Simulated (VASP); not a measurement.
# ZnO (P6_3mc) in VASP: single point with PBE

Aim: the single point of ZnO with PBE.

Program: VASP 6.6.1. These are calculated values, not measurements. Logs are shortened: lines on timing, memory, paths and dates and some standing lists are left out, and cuts for length are marked.

**Measured values to compare with.**

“Electronic structure of alkaline earth and post-transition metal oxides”, 2009, arxiv:0908.1581 quotes, for a bulk crystal of ZnO: band gap 3.37 eV.

The results are compared with them further down.

**1. The cell of the first run**

It takes space group P6_3mc (No. 186, hexagonal). Conventional cell: a = 3.279 Å, b = 3.279 Å, c = 5.293 Å, α = 90.00°, β = 90.00°, γ = 120.00°. Zn (site symmetry 3m) has 4 O at 2.00 to 2.01 Å within 2.6 Å. Within 2.6 Å of O (site symmetry 3m) lie 4 Zn at 2.00 to 2.01 Å.

**2. Single point, PBE**

The input, INCAR:

```
PREC     = Accurate       # precision mode
ENCUT    = 520            # plane-wave cutoff, eV
EDIFF    = 1E-6           # SCF threshold, eV
ISMEAR   = 0              # smearing method
SIGMA    = 0.01           # smearing width, eV
LREAL    = False          # projectors in reciprocal space
LASPH    = True           # aspherical terms in the spheres
NELM     = 60             # most SCF steps
ALGO     = Normal         # electronic algorithm
ISIF     = 2              # what is computed and relaxed
LWAVE    = False          # write WAVECAR
LCHARG   = True           # write CHGCAR
GGA      = PE             # functional
LELF     = True           # ELF
LVHAR    = True         
NBANDS   = 26             # bands
```

The input, KPOINTS:

```
regular mesh
0
Gamma
  9 9 6
```

The input, POSCAR:

```
ZnO
1.0
    3.2794988488      0.0000000000      0.0000000000
   -1.6397494244      2.8401293148      0.0000000000
    0.0000000000      0.0000000000      5.2933572347
Zn O
2 2
Direct
    0.3333333333      0.6666666667      0.4999736333
    0.6666666667      0.3333333333     -0.0000263667
    0.6666666667      0.3333333333      0.3790363667
    0.3333333333      0.6666666667      0.8790363667
```

Potentials or basis: VASP PAW PBE potentials, release 64 (Zn, O).

Started as:

```sh
cat potpaw_PBE.64/Zn/POTCAR potpaw_PBE.64/O/POTCAR > POTCAR
mpirun -np 1 vasp_std > vasp.out
```

OUTCAR:

```text
PREC = Accurate
   ENCUT = 520
   EDIFF = 1E-6
   ISMEAR = 0
   LREAL = False
   LASPH = True
   NELM = 60
   ISIF = 2
   GGA = PE

 ion  position               nearest neighbor table
   1  0.333  0.667  0.500-   3 2.00   3 2.00   3 2.00   4 2.01
   2  0.667  0.333  1.000-   4 2.00   4 2.00   4 2.00   3 2.01
   3  0.667  0.333  0.379-   1 2.00   1 2.00   1 2.00   2 2.01
   4  0.333  0.667  0.879-   2 2.00   2 2.00   2 2.00   1 2.01

  LATTYP: Found a hexagonal cell.
 ALAT       =     3.2794988488
 C/A-ratio  =     1.6140750397

  Lattice vectors:

 A1 = (   3.2794988488,   0.0000000000,   0.0000000000)
 A2 = (  -1.6397494244,   2.8401293148,   0.0000000000)
 A3 = (   0.0000000000,   0.0000000000,   5.2933572347)

Analysis of symmetry for initial positions (statically):
=====================================================================
 Subroutine PRICEL returns:
 Original cell was already a primitive cell.

 Routine SETGRP: Setting up the symmetry group for a
 hexagonal supercell.

 Subroutine GETGRP returns: Found 12 space group operations
 (whereof  6 operations were pure point group operations)
 out of a pool of 24 trial point group operations.

The static configuration has the point symmetry C_3v.
 The point group associated with its full space group is C_6v.

Analysis of symmetry for dynamics (positions and initial velocities):
=====================================================================
 Subroutine PRICEL returns:
 Original cell was already a primitive cell.

 Routine SETGRP: Setting up the symmetry group for a
 hexagonal supercell.

 Subroutine GETGRP returns: Found 12 space group operations
 (whereof  6 operations were pure point group operations)
 out of a pool of 24 trial point group operations.

The dynamic configuration has the point symmetry C_3v.
 The point group associated with its full space group is C_6v.

 Subroutine INISYM returns: Found 12 space group operations
 (whereof  6 operations are pure point group operations),
 and found     1 'primitive' translations

----------------------------------------------------------------------------------------

                                     Primitive cell

  volume of cell :      49.3034

  direct lattice vectors                    reciprocal lattice vectors
[... 89 lines left out ...]
   ENCUT  =  520.0 eV  38.22 Ry    6.18 a.u.   6.10  6.10  9.84*2*pi/ulx,y,z
   NELM   =     60;   NELMIN=  2; NELMDL= -5     # of ELM steps
   EDIFF  = 0.1E-05   stopping-criterion for ELM
   LREAL  =      F    real-space projection
   EDIFFG = 0.1E-04   stopping-criterion for IOM
   NSW    =      0    number of steps for IOM
   IBRION =     -1    ionic relax: 0-MD 1-quasi-New 2-CG
   NFREE  =      0    steps in history (QN), initial steepest desc. (CG)
   ISIF   =      2    stress and relaxation
   ISYM   =      2    0-nonsym 1-usesym 2-fastsym
   POTIM  = 0.5000    time-step for ionic-motion
   TEBEG  =    0.0;   TEEND  =   0.0 temperature during run
   PSTRESS=    0.0 pullay stress
   NELECT =      36.0000    total number of electrons
   NUPDOWN=      -1.0000    fix difference up-down
   EMIN   =  10.00;   EMAX   =-10.00  energy-range for DOS
   EFERMI =   0.00;   METHOD = LEGACY
   ISMEAR =     0;   SIGMA  =   0.01  broadening in eV -4-tet -1-fermi 0-gaus
   EFERMI_NEDOS =   21; number of points for ismear=-14 and -15
   IALGO  =     38    algorithm
   IMIX   =      4    mixing-type and parameters
     AMIX     =   0.40;   BMIX     =  1.00
     AMIX_MAG =   1.60;   BMIX_MAG =  1.00
  volume/ion in A,a.u.               =      12.33        83.18
  Fermi-wavevector in a.u.,A,eV,Ry     =   1.474178  2.785793 29.568210  2.173202
  Thomas-Fermi vector in A             =   2.588981
   LORBIT       =      0    0 simple, 1 ext, 2 COOP (PROOUT), +10 PAW based schemes
   GGA     = PE    functional components
   LHFCALC =     F    Hartree Fock is set to
   AEXX    =    0.0000 exact exchange contribution
   IVDW    =     0    specifies the selected vdW correction
   LEPSILON=     F    determine dielectric tensor
   LRPA    =     F    only Hartree local field effects (RPA)
 non-spin polarized calculation
 Gauss-broadening in eV      SIGMA  =   0.01
  energy-cutoff  :      520.00
  volume of cell :       49.30
 maximum number of plane-waves:      1350
   NGX = 13   NGY = 13   NGZ = 19

 number of electron      36.0000039 magnetization

 Free energy of the ion-electron system (eV)
  ---------------------------------------------------
  ext. energy  EPLUGINS =         0.00000000
  ---------------------------------------------------
  free energy    TOTEN  =       -17.86083449 eV

  energy without entropy =      -17.86083449  energy(sigma->0) =      -17.86083449

 E-fermi :   0.9951     XC(G=0): -10.7254

 val. band max:        0.8952020661   @ k =   0.0000   0.0000   0.0000
 cond. band min:       1.6228745283   @ k =   0.0000   0.0000   0.0000
 fundamental gap:      0.7276724622
 Fermi energy:         0.9950742206

 k-point     1 :       0.0000    0.0000    0.0000
  band No.  band energies     occupation
      1     -16.9229      2.00000
      2     -16.2555      2.00000
      3      -4.6417      2.00000
      4      -4.6417      2.00000
      5      -4.6025      2.00000
      6      -4.4877      2.00000
[... 685 lines left out ...]
     25      14.1757      0.00000
     26      14.9439      0.00000

 [... further k-points ...]

------------------------ aborting loop because EDIFF is reached ----------------------------------------

  FORCE on cell =-STRESS in cart. coord.  units (eV):
  Direction    XX          YY          ZZ          XY          YZ          ZX
  --------------------------------------------------------------------------------------
  -------------------------------------------------------------------------------------
  Total        0.2756127      0.2756127      0.2792270      0.0000000     -0.0000000     -0.0000000
  in kB        8.9563901      8.9563901      9.0738406      0.0000000     -0.0000000     -0.0000000
  external PRESSURE =       8.9955403 kB  Pullay stress =       0.0000000 kB

 VOLUME and BASIS-vectors are now :
 -----------------------------------------------------------------------------
  energy-cutoff  :      520.00
  volume of cell :       49.30
      direct lattice vectors                 reciprocal lattice vectors
     3.279498849  0.000000000  0.000000000     0.304924638  0.176048322  0.000000000
    -1.639749424  2.840129315  0.000000000     0.000000000  0.352096644  0.000000000
     0.000000000  0.000000000  5.293357235     0.000000000  0.000000000  0.188916024

 POSITION                                       TOTAL-FORCE (eV/Angst)
 -----------------------------------------------------------------------------------
     -0.00000      1.89342      2.64654         0.000000     -0.000000      0.000211
      1.63975      0.94671      5.29322        -0.000000      0.000000      0.000211
      1.63975      0.94671      2.00637        -0.000000      0.000000     -0.000211
     -0.00000      1.89342      4.65305        -0.000000     -0.000000     -0.000211
 -----------------------------------------------------------------------------------
    total drift:                               -0.000001     -0.000001     -0.000922

  FREE ENERGIE OF THE ION-ELECTRON SYSTEM (eV)
  ---------------------------------------------------
  free  energy   TOTEN  =       -17.8608344872 eV

  energy  without entropy=      -17.8608344872  energy(sigma->0) =      -17.86083449
```

Run time: 21 s. Hardware: 1 thread of Intel Xeon 6975P-C (Granite Rapids), shared host; peak memory 0.19 GiB.

What came out:

* Free energy: -17.8608 eV
* Pressure: 0.9 GPa
* Band gap on the k mesh: 0.73 eV, direct

Levels at points of the mesh, in eV from the valence-band top:
```tsv
k point	band 15	band 16	band 17	band 18	band 19	band 20	band 21	band 22
(0.00, 0.00, 0.00)	-0.75	-0.08	0.00	0.00	0.73	5.09	8.07	12.73
(0.00, 0.00, 0.50)	-0.37	-0.37	-0.37	-0.37	3.36	3.36	9.91	9.91
```

**3. Against experiment**

Step 2. Against the measured gap of ZnO, 3.37 eV (quoted in “Electronic structure of alkaline earth and post-transition metal oxides”, 2009, arxiv:0908.1581), the calculated 0.73 eV is off by -2.64 eV. So large a miss can be the level of theory's own, or it may mean another phase, state or a wrong row. The value is that of PBE, without temperature or zero-point motion. Semilocal functionals fall short of measured gaps as a rule.
